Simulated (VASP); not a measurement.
Here is a VASP 6.6.1 calculation.

Contents of INCAR:

```
ALGO = Normal
EDIFF = 1E-6
ENCUT = 520
GGA = PE
ISIF = 2
ISMEAR = 0
LASPH = T
LCHARG = F
LREAL = F
LWAVE = F
NBANDS = 50
NELM = 100
PREC = Accurate
SIGMA = 0.1
```

Contents of KPOINTS:

```
k-points
0
Gamma
  6 6 6
```

File POSCAR:

```
Sn3PbSe4
1.0
    6.1036531000      0.0000000000      0.0000000000
    0.0000000000      6.1036531000      0.0000000000
    0.0000000000      0.0000000000      6.1036531000
Sn Pb Se
3 1 4
Direct
    0.5000000000      0.0000000000      0.0000000000
    0.0000000000      0.0000000000      0.5000000000
    0.0000000000      0.5000000000      0.0000000000
    0.5000000000      0.5000000000      0.5000000000
    0.0000000000      0.5000000000      0.5000000000
    0.5000000000      0.5000000000      0.0000000000
    0.0000000000      0.0000000000      0.0000000000
    0.5000000000      0.0000000000      0.5000000000
```

Potentials or basis: VASP PAW PBE potentials, release 64 (Sn_d, Pb_d, Se).

The run is started by

```bash
$ cat potpaw_PBE.64/Sn_d/POTCAR potpaw_PBE.64/Pb_d/POTCAR potpaw_PBE.64/Se/POTCAR > POTCAR
$ mpirun -np 1 vasp_std > vasp.out
```

(1) Predict the band gap on the k mesh.

(2) What does it give for the pressure?

Answers

(1) zero (filled and empty bands touch).

(2) 0.0 GPa.

Caveat: semilocal functionals underestimate gaps, so a narrow gap can read as zero; spin-orbit coupling is left out, which moves the levels of the heavy elements.
